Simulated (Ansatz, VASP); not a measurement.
Two plane-wave programs on MgO

INCAR

```
SYSTEM = MgO
ALGO     = Normal         ! electronic algorithm
EDIFF    = 1E-7           ! SCF threshold, eV
ENCUT    = 520            ! plane-wave cutoff, eV
GGA      = PS             ! functional
ISIF     = 2              ! what is computed and relaxed
ISMEAR   = 0              ! smearing method
LASPH    = .True.         ! aspherical terms in the spheres
LCHARG   = .True.         ! write CHGCAR
LELF     = .True.         ! ELF
LREAL    = .False.        ! projectors in reciprocal space
LVHAR    = .True.       
LWAVE    = .False.        ! write WAVECAR
NBANDS   = 16             ! bands
NELM     = 80             ! most SCF steps
PREC     = Accurate       ! precision mode
SIGMA    = 0.05           ! smearing width, eV
```

KPOINTS

```
k-points
0
Gamma
  9 9 6
  0 0 0
```

File POSCAR:

```
MgO
1.0
    3.3785344174      0.0000000000      0.0000000000
   -1.6892672087      2.9258966330      0.0000000000
    0.0000000000      0.0000000000      4.3086449425
Mg O
2 2
Direct
    0.6666666667      0.3333333333      0.7500000000
    0.3333333333      0.6666666667      0.2500000000
    0.6666666667      0.3333333333      0.2500000000
    0.3333333333      0.6666666667      0.7500000000
```

Input for Ansatz:

```yaml
crystal:
  lattice:
    - [3.3785344174, 0.0, 0.0]
    - [-1.6892672087, 2.925896633, 0.0]
    - [0.0, 0.0, 4.3086449425]
  atoms:
    - { symbol: Mg, position: [0.6666666667, 0.3333333333, 0.75] }
    - { symbol: Mg, position: [0.3333333333, 0.6666666667, 0.25] }
    - { symbol: O, position: [0.6666666667, 0.3333333333, 0.25] }
    - { symbol: O, position: [0.3333333333, 0.6666666667, 0.75] }
basis:
  ecutwfc: 520.0
kpoints:
  mp_grid: { grid: [9, 9, 6] }
hamiltonian:
  xc: pbesol
  pseudopotentials: { kind: paw, azcp: { folder: soft_1 } }
scf:
  occupations: { method: gaussian, width: 0.05 }
output:
  forces: true
  stress: true
  eigenvalues: true
```

Alike in both runs: task single point; functional PBEsol; k mesh 9 × 9 × 6; occupations gaussian, width 0.05 eV; no spin polarisation.

|  | VASP | Ansatz |
| --- | --- | --- |
| version | VASP 6.6.1 | Ansatz 0.2.0 |
| potentials or method | VASP PAW PBE potentials, release 64 (Mg, O), cutoff 520 eV | scalar-relativistic, plane waves, PAW |
| valence electrons in the cell | 16 | 32 |

Ansatz gave:

| Quantity | Value |
| --- | --- |
| gap on the k mesh at the Fermi level (eV) | 3.43 |
| least direct gap on the mesh (eV) | 3.43 |
| pressure (GPa) | 6.4 |
| traceless stress, the component that is largest in VASP (GPa) | -7.67 |

Problem. Estimate VASP's values.

Solution. gap on the k mesh at the Fermi level (eV): 3.42; least direct gap on the mesh (eV): 3.42; pressure (GPa): 6.1; traceless stress, the component that is largest in VASP (GPa): -7.86.

VASP's potentials were made for PBE, not for PBEsol, and Ansatz warns of the same on its side. The functional is the same, so the differences come from potentials, cutoffs and numerics. VASP's potentials hold 16 valence electrons a cell and Ansatz's 32, so a difference there can come from the potentials and not from the codes.
